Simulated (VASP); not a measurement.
# HfSiO4 (P-6m2) in VASP: further runs

Runs on HfSiO4. Level: PBE. Tasks: relaxation of cell and atoms, single point.

Everything below comes from runs of VASP 6.6.1. Logs are shortened: lines on timing, memory, paths and dates and some standing lists are left out, and cuts for length are marked.

## Step 1: The cell of the first run

Symmetry: P-6m2, No. 187, hexagonal system. Conventional cell: a = 5.209 Å, b = 5.209 Å, c = 2.753 Å, α = 90.00°, β = 90.00°, γ = 120.00°. Within 3.6 Å of Hf (site symmetry -6m2) lie 2 Hf at 2.75 Å and 15 O at 2.95 to 3.01 Å and 3 Si at 3.01 Å. Within 2.5 Å of Si (site symmetry -6m2) lie 6 O at 1.89 Å. Within 3.1 Å of O (site symmetry -6m2) lie 8 O at 2.19 to 2.75 Å and 3 Hf at 3.01 Å and 3 Si at 3.01 Å. Within 2.5 Å of O (site symmetry mm2) lie 2 Si at 1.89 Å and 4 O at 2.19 to 2.25 Å.

The cell was generated, and may not be a known phase.

## Step 2: Relaxation of cell and atoms, PBE

Input file INCAR:

```
SYSTEM = HfSiO4
PREC = Accurate
ENCUT = 600
EDIFF = 1E-7
ISMEAR = 0
SIGMA = 0.1
LREAL = .False.
LASPH = .True.
NELM = 60
ALGO = Normal
ISIF = 3
LWAVE = .False.
LCHARG = .False.
GGA = PE
IBRION = 2
NSW = 90
EDIFFG = -0.04
```

Input file KPOINTS:

```
Automatic mesh
0
Gamma
  6 6 6
  0 0 0
```

Input file POSCAR:

```
HfSiO4
1.0
    5.2090259252      0.0000000000      0.0000000000
   -2.6045129626      4.5111487802      0.0000000000
    0.0000000000      0.0000000000      2.7528517258
Hf Si O
1 1 4
Direct
    0.0000000000      0.0000000000      0.0000000000
    0.3333333333      0.6666666667      0.0000000000
    0.6666666667      0.3333333333      0.0000000000
    0.0453803169      0.5226901585      0.5000000000
    0.4773098415      0.5226901585      0.5000000000
    0.4773098415      0.9546196831      0.5000000000
```

Potentials or basis: VASP PAW PBE potentials, release 64 (Hf_pv, Si, O).

On the command line:

```bash
cat potpaw_PBE.64/Hf_pv/POTCAR potpaw_PBE.64/Si/POTCAR potpaw_PBE.64/O/POTCAR > POTCAR
mpirun -np 1 vasp_std > vasp.out
```

OUTCAR:

```text
SYSTEM = HfSiO4
   PREC = Accurate
   ENCUT = 600
   EDIFF = 1E-7
   ISMEAR = 0
   LREAL = .False.
   LASPH = .True.
   NELM = 60
   ISIF = 3
   GGA = PE
   IBRION = 2
   NSW = 90
   EDIFFG = -0.04

 ion  position               nearest neighbor table
   1  0.000  0.000  0.000-   2 3.01   2 3.01   2 3.01
   2  0.333  0.667  0.000-   4 1.89   4 1.89   5 1.89   5 1.89   6 1.89   6 1.89   1 3.01   1 3.01
                             1 3.01
   3  0.667  0.333  0.000-
   4  0.045  0.523  0.500-   2 1.89   2 1.89
   5  0.477  0.523  0.500-   2 1.89   2 1.89
   6  0.477  0.955  0.500-   2 1.89   2 1.89

  LATTYP: Found a hexagonal cell.
 ALAT       =     5.2090259252
 C/A-ratio  =     0.5284772557

  Lattice vectors:

 A1 = (   5.2090259252,   0.0000000000,   0.0000000000)
 A2 = (  -2.6045129626,   4.5111487802,   0.0000000000)
 A3 = (   0.0000000000,   0.0000000000,   2.7528517258)

Analysis of symmetry for initial positions (statically):
=====================================================================
 Subroutine PRICEL returns:
 Original cell was already a primitive cell.

 Routine SETGRP: Setting up the symmetry group for a
 hexagonal supercell.

 Subroutine GETGRP returns: Found 12 space group operations
 (whereof 12 operations were pure point group operations)
 out of a pool of 24 trial point group operations.

The static configuration has the point symmetry D_3h.

Analysis of symmetry for dynamics (positions and initial velocities):
=====================================================================
 Subroutine PRICEL returns:
 Original cell was already a primitive cell.

 Routine SETGRP: Setting up the symmetry group for a
 hexagonal supercell.

 Subroutine GETGRP returns: Found 12 space group operations
 (whereof 12 operations were pure point group operations)
 out of a pool of 24 trial point group operations.

The dynamic configuration has the point symmetry D_3h.

 Subroutine INISYM returns: Found 12 space group operations
 (whereof 12 operations are pure point group operations),
 and found     1 'primitive' translations

----------------------------------------------------------------------------------------

                                     Primitive cell

  volume of cell :      64.6884

  direct lattice vectors                    reciprocal lattice vectors
     5.209025925  0.000000000  0.000000000     0.191974472  0.110836513  0.000000000
    -2.604512963  4.511148780  0.000000000     0.000000000  0.221673026  0.000000000
     0.000000000  0.000000000  2.752851726     0.000000000  0.000000000  0.363259667

  length of vectors
     5.209025925  5.209025925  2.752851726     0.221673026  0.221673026  0.363259667

  position of ions in fractional coordinates (direct lattice)
     0.000000000  0.000000000  0.000000000
     0.333333333  0.666666667  0.000000000
     0.666666667  0.333333333  0.000000000
     0.045380317  0.522690158  0.500000000
     0.477309842  0.522690158  0.500000000
     0.477309842  0.954619683  0.500000000

  ion indices of the primitive-cell ions
   primitive index   ion index
                 1           1
                 2           2
                 3           3
                 4           4
                 5           5
                 6           6

----------------------------------------------------------------------------------------

 KPOINTS: Automatic mesh

Automatic generation of k-mesh.
 Grid dimensions read from file:
 generate k-points for:    6    6    6

 Generating k-lattice:

  Cartesian coordinates                     Fractional coordinates (reciprocal lattice)
     0.031995745  0.018472752  0.000000000     0.166666667  0.000000000  0.000000000
     0.000000000  0.036945504  0.000000000     0.000000000  0.166666667  0.000000000
     0.000000000  0.000000000  0.060543278     0.000000000  0.000000000  0.166666667

  Length of vectors
     0.036945504  0.036945504  0.060543278

  Shift w.r.t. Gamma in fractional coordinates (k-lattice)
     0.000000000  0.000000000  0.000000000

 Subroutine IBZKPT returns following result:
 ===========================================

 Found     28 irreducible k-points:

 Following reciprocal coordinates:
            Coordinates               Weight
  0.000000  0.000000  0.000000      1.000000
  0.166667  0.000000  0.000000      6.000000
  0.333333 -0.000000  0.000000      6.000000
  0.500000  0.000000  0.000000      3.000000
  0.166667  0.166667  0.000000      6.000000
  0.333333  0.166667  0.000000     12.000000
[... 16 lines left out ...]
  0.166667  0.000000  0.500000      6.000000
  0.333333 -0.000000  0.500000      6.000000
 [... further k-points ...]
   k-points           NKPTS =     28   k-points in BZ     NKDIM =     28   number of bands    NBANDS=     23
   number of dos      NEDOS =    301   number of ions     NIONS =      6
   total plane-waves  NPLWV =  42336
   dimension x,y,z NGX =    42 NGY =   42 NGZ =   24
   dimension x,y,z NGXF=    84 NGYF=   84 NGZF=   48
   ions per type =               1   1   4
   NGX,Y,Z   is equivalent  to a cutoff of  13.40, 13.40, 14.49 a.u.
   NGXF,Y,Z  is equivalent  to a cutoff of  26.81, 26.81, 28.99 a.u.
 SYSTEM =  HfSiO4
   PREC   = accura    normal or accurate (medium, high low for compatibility)
   ISTART =      0    job   : 0-new  1-cont  2-samecut
   ICHARG =      2    charge: 1-file 2-atom 10-const
   ISPIN  =      1    spin polarized calculation?
   LNONCOLLINEAR =      F non collinear calculations
   LSORBIT =      F    spin-orbit coupling
   LASPH  =      T    aspherical Exc in radial PAW
   ENCUT  =  600.0 eV  44.10 Ry    6.64 a.u.  10.40 10.40  5.50*2*pi/ulx,y,z
   NELM   =     60;   NELMIN=  2; NELMDL= -5     # of ELM steps
   EDIFF  = 0.1E-06   stopping-criterion for ELM
   LREAL  =      F    real-space projection
   EDIFFG = -.4E-01   stopping-criterion for IOM
   NSW    =     90    number of steps for IOM
   IBRION =      2    ionic relax: 0-MD 1-quasi-New 2-CG
   NFREE  =      1    steps in history (QN), initial steepest desc. (CG)
   ISIF   =      3    stress and relaxation
   ISYM   =      2    0-nonsym 1-usesym 2-fastsym
   POTIM  = 0.5000    time-step for ionic-motion
   TEBEG  =    0.0;   TEEND  =   0.0 temperature during run
   PSTRESS=    0.0 pullay stress
   NELECT =      38.0000    total number of electrons
   NUPDOWN=      -1.0000    fix difference up-down
   EMIN   =  10.00;   EMAX   =-10.00  energy-range for DOS
   EFERMI =   0.00;   METHOD = LEGACY
   ISMEAR =     0;   SIGMA  =   0.10  broadening in eV -4-tet -1-fermi 0-gaus
   EFERMI_NEDOS =   21; number of points for ismear=-14 and -15
   IALGO  =     38    algorithm
   IMIX   =      4    mixing-type and parameters
     AMIX     =   0.40;   BMIX     =  1.00
     AMIX_MAG =   1.60;   BMIX_MAG =  1.00
  volume/ion in A,a.u.               =      10.78        72.76
  Fermi-wavevector in a.u.,A,eV,Ry     =   1.371073  2.590952 25.576787  1.879841
  Thomas-Fermi vector in A             =   2.496802
   LORBIT       =      0    0 simple, 1 ext, 2 COOP (PROOUT), +10 PAW based schemes
   GGA     = PE    functional components
   LHFCALC =     F    Hartree Fock is set to
   AEXX    =    0.0000 exact exchange contribution
   IVDW    =     0    specifies the selected vdW correction
   LEPSILON=     F    determine dielectric tensor
   LRPA    =     F    only Hartree local field effects (RPA)
 conjugate gradient relaxation of ions
 non-spin polarized calculation
 Gauss-broadening in eV      SIGMA  =   0.10
  energy-cutoff  :      600.00
  volume of cell :       64.69
 maximum number of plane-waves:      2183
 NGX is ok and might be reduce to    42
   NGX = 21   NGY = 21   NGZ = 11

--------------------------------------- Ionic step        1  -------------------------------------------

 number of electron      38.0000002 magnetization

 Free energy of the ion-electron system (eV)
  ---------------------------------------------------
  ext. energy  EPLUGINS =         0.00000000
  ---------------------------------------------------
  free energy    TOTEN  =       -36.12207456 eV

  energy without entropy =      -36.08148463  energy(sigma->0) =      -36.10177959

------------------------ aborting loop because EDIFF is reached ----------------------------------------

  FORCE on cell =-STRESS in cart. coord.  units (eV):
  Direction    XX          YY          ZZ          XY          YZ          ZX
  --------------------------------------------------------------------------------------
  -------------------------------------------------------------------------------------
  Total        0.5970785      0.5970785     -2.7636437      0.0000000      0.0000000     -0.0000000
  in kB       14.7882083     14.7882083    -68.4488483      0.0000000      0.0000000     -0.0000000
  external PRESSURE =     -12.9574772 kB  Pullay stress =       0.0000000 kB
[... 101 lines left out ...]
  FREE ENERGIE OF THE ION-ELECTRON SYSTEM (eV)
  ---------------------------------------------------
  free  energy   TOTEN  =       -36.1549119979 eV

  energy  without entropy=      -36.1181502987  energy(sigma->0) =      -36.13653115

[... ionic steps 4 to 7 ...]

--------------------------------------- Ionic step        8  -------------------------------------------

 number of electron      38.0000004 magnetization

------------------------ aborting loop because EDIFF is reached ----------------------------------------

  FORCE on cell =-STRESS in cart. coord.  units (eV):
  Direction    XX          YY          ZZ          XY          YZ          ZX
  --------------------------------------------------------------------------------------
  -------------------------------------------------------------------------------------
  Total        0.0461429      0.0461429      0.5587230      0.0000000      0.0000000      0.0000000
  in kB        1.1006906      1.1006906     13.3277488      0.0000000      0.0000000      0.0000000
  external PRESSURE =       5.1763767 kB  Pullay stress =       0.0000000 kB
[... 65 lines left out ...]
  energy  without entropy=      -36.1853168852  energy(sigma->0) =      -36.20194397

--------------------------------------- Ionic step       10  -------------------------------------------

 number of electron      38.0000004 magnetization

 Free energy of the ion-electron system (eV)
  ---------------------------------------------------
  ext. energy  EPLUGINS =         0.00000000
  ---------------------------------------------------
  free energy    TOTEN  =       -36.21875881 eV

  energy without entropy =      -36.18525831  energy(sigma->0) =      -36.20200856

 E-fermi :   5.4782     XC(G=0): -11.2843

 val. band max:        5.4770439455   @ k =   0.1667   0.1667   0.0000
 cond. band min:       5.4828010073   @ k =   0.3333   0.3333   0.3333
 fundamental gap:      0.0057570617
 Fermi energy:         5.4781541142

 k-point     1 :       0.0000    0.0000    0.0000
  band No.  band energies     occupation
      1     -26.8603      2.00000
      2     -26.8603      2.00000
      3     -25.2584      2.00000
      4     -16.5330      2.00000
      5     -13.5618      2.00000
      6     -13.5618      2.00000
[... 613 lines left out ...]
     22       6.9566      0.00000
     23       7.2103      0.00000

 [... further k-points ...]

------------------------ aborting loop because EDIFF is reached ----------------------------------------

  FORCE on cell =-STRESS in cart. coord.  units (eV):
  Direction    XX          YY          ZZ          XY          YZ          ZX
  --------------------------------------------------------------------------------------
  -------------------------------------------------------------------------------------
  Total        0.0342707      0.0342707      0.0184548      0.0000000     -0.0000000      0.0000000
  in kB        0.8170073      0.8170073      0.4399577      0.0000000     -0.0000000      0.0000000
  external PRESSURE =       0.6913241 kB  Pullay stress =       0.0000000 kB
[... 21 lines left out ...]
  FREE ENERGIE OF THE ION-ELECTRON SYSTEM (eV)
  ---------------------------------------------------
  free  energy   TOTEN  =       -36.2187588108 eV

  energy  without entropy=      -36.1852583123  energy(sigma->0) =      -36.20200856

 reached required accuracy - stopping structural energy minimisation
```

Wall time 6.1 min (1 thread of Intel Xeon Platinum 8259CL at 2.50GHz (Skylake/Cascade Lake), shared host); peak memory 0.24 GiB.

Results:

| Quantity | Value |
| --- | --- |
| Free energy | -36.2188 eV |
| Relaxed volume | 11.20 Å³/atom |
| Relaxed cell | a = 5.436 Å, b = 5.436 Å, c = 2.626 Å, α = 90.00°, β = 90.00°, γ = 120.00° |
| Space group after relaxing (to 0.1 Å) | P-6m2 (No. 187) |
| Energy gained by relaxing | 16.1 meV/atom |
| Ionic steps | 10 |
| Pressure after relaxing | 0.1 GPa |
| Largest force after relaxing | 0.027 eV/Å |
| Band gap on the k mesh | zero (bands 19 and 20 overlap by 0.88 eV) |

Forces in eV/Å, atoms in the order of the input:
```
Hf   0.000  0.000  0.000
Si   0.000  0.000  0.000
O    0.000  0.000  0.000
O   -0.023 -0.013  0.000
O    0.023 -0.013  0.000
O    0.000  0.027  0.000
```

Step by step:
```tsv
step	energy change (eV)	largest force (eV/Å)	pressure (GPa)	volume (Å³)
1	0.0000	0.1496	-1.30	64.69
2	-0.0325	0.3684	1.38	63.86
3	-0.0328	0.3202	1.11	63.94
4	-0.0526	0.2068	1.42	64.35
5	-0.0835	0.2019	3.00	65.57
6	-0.0938	0.0898	1.48	66.52
7	-0.0957	0.0135	0.47	67.20
8	-0.0957	0.0171	0.52	67.17
9	-0.0965	0.0225	0.26	67.19
10	-0.0967	0.0268	0.07	67.21
```

Final structure:
```xyz
6
Lattice="5.4357 0.0000 0.0000 -2.7178 4.7074 0.0000 0.0000 0.0000 2.6265" Properties=species:S:1:pos:R:3 pbc="T T T"
Hf    0.0000    0.0000    0.0000
Si    0.0000    3.1383    0.0000
O     2.7178    1.5691    0.0000
O    -1.1281    2.4869    1.3132
O     1.1281    2.4869    1.3132
O     0.0000    4.4409    1.3132
```

Caveat: the k points lie up to 0.40 Å⁻¹ apart in the final cell, too coarse for converged energies and pressures of a metal; spin-orbit coupling is left out, which moves the levels of the heavy elements.

## Step 3: Single point, PBE

This run uses another cell than the first one, of 11.30 Å³/atom.

Input file INCAR:

```
SYSTEM = HfSiO4
ALGO = Normal
EDIFF = 1E-7
ENCUT = 520
GGA = PE
ISIF = 2
ISMEAR = 0
LASPH = .TRUE.
LCHARG = .FALSE.
LREAL = .FALSE.
LWAVE = .FALSE.
NBANDS = 28
NELM = 100
PREC = Accurate
SIGMA = 0.1
```

Input file KPOINTS:

```
k-points
0
G
  12 12 14
  0 0 0
```

Input file POSCAR:

```
HfSiO4
1.0
    5.4715889663      0.0000000000      0.0000000000
   -2.7357944832      4.7385350439      0.0000000000
    0.0000000000      0.0000000000      2.6153536253
Hf Si O
1 1 4
Direct
    0.0000000000      0.0000000000      0.0000000000
    0.3333333333      0.6666666667      0.0000000000
    0.6666666667      0.3333333333      0.0000000000
    0.0585884701      0.5292942351      0.5000000000
    0.4707057649      0.5292942351      0.5000000000
    0.4707057649      0.9414115299      0.5000000000
```

Potentials or basis: VASP PAW PBE potentials, release 64 (Hf_pv, Si, O).

On the command line:

```bash
cat potpaw_PBE.64/Hf_pv/POTCAR potpaw_PBE.64/Si/POTCAR potpaw_PBE.64/O/POTCAR > POTCAR
mpirun -np 1 vasp_std > vasp.out
```

It took 4.3 min on 1 thread of Intel Xeon Platinum 8259CL at 2.50GHz (Skylake/Cascade Lake), shared host; peak memory 0.37 GiB.

The run converged. Its results:

| Item | Value |
| --- | --- |
| Free energy | -36.1535 eV |
| Pressure | -0.2 GPa |
| Largest force | 0.050 eV/Å |
| Band gap on the k mesh | zero (bands 19 and 20 overlap by 1.00 eV) |

Forces in eV/Å, atoms in the order of the input:
```
Hf   0.000  0.000  0.000
Si   0.000  0.000  0.000
O    0.000  0.000  0.000
O   -0.044 -0.025  0.000
O    0.044 -0.025  0.000
O    0.000  0.050  0.000
```

Stress tensor (GPa, compression positive):
```
-0.30  0.00  0.00
 0.00 -0.30  0.00
 0.00  0.00 -0.14
```

Levels at points of the mesh, in eV from the Fermi level:
```tsv
k point	band 17	band 18	band 19	band 20	band 21	band 22
(0.00, 0.00, 0.00)	-2.21	-0.61	-0.39	-0.39	0.21	1.20
(0.50, 0.00, 0.00)	-2.59	-0.66	0.26	0.32	0.34	1.97
(0.00, 0.00, 0.50)	-1.28	-1.01	-1.01	0.13	0.13	2.13
(0.50, 0.00, 0.50)	-1.39	-1.27	-1.02	0.09	0.09	1.26
```

Caveat: spin-orbit coupling is left out, which moves the levels of the heavy elements.
